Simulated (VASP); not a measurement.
Here is a VASP 6.6.1 calculation.

INCAR

```
SYSTEM = TaF3
PREC     = Accurate       ! precision mode
ENCUT    = 520            ! plane-wave cutoff, eV
EDIFF    = 1E-6           ! SCF threshold, eV
ISMEAR   = 0              ! smearing method
SIGMA    = 0.15           ! smearing width, eV
LREAL    = .FALSE.        ! projectors in reciprocal space
LASPH    = .TRUE.         ! aspherical terms in the spheres
NELM     = 80             ! most SCF steps
ALGO     = Normal         ! electronic algorithm
ISIF     = 2              ! what is computed and relaxed
LWAVE    = .FALSE.        ! write WAVECAR
LCHARG   = .FALSE.        ! write CHGCAR
GGA      = PS             ! functional
NBANDS   = 24             ! bands
```

KPOINTS

```
Automatic mesh
0
G
  14 14 14
  0 0 0
```

Contents of POSCAR:

```
TaF3
1.0
    3.6711697559      0.0000000000      0.0000000000
    0.0000000000      3.6711697559      0.0000000000
    0.0000000000      0.0000000000      4.4054037070
Ta F
1 3
Direct
    0.0000000000      0.0000000000      0.0000000000
    0.5000000000      0.0000000000      0.0000000000
    0.0000000000      0.5000000000      0.0000000000
    0.0000000000      0.0000000000      0.5000000000
```

Potentials or basis: VASP PAW PBE potentials, release 64 (Ta_pv, F).

Launch:

```console
$ cat potpaw_PBE.64/Ta_pv/POTCAR potpaw_PBE.64/F/POTCAR > POTCAR
$ mpirun -np 1 vasp_std > vasp.out
```

Problem. Predict the pressure.

Solution. 32.8 GPa.

Problem. Predict the band gap on the k mesh.

Solution. Zero (bands 16 and 17 overlap by 2.99 eV).

Stress tensor (GPa, compression positive):
```
 55.18   0.00   0.00
  0.00  55.18   0.00
  0.00   0.00 -11.85
```

Caveat: the cell stands under pressure; the PAW data sets were made with another functional, which shifts forces and pressure a little; spin-orbit coupling is left out, which moves the levels of the heavy elements.
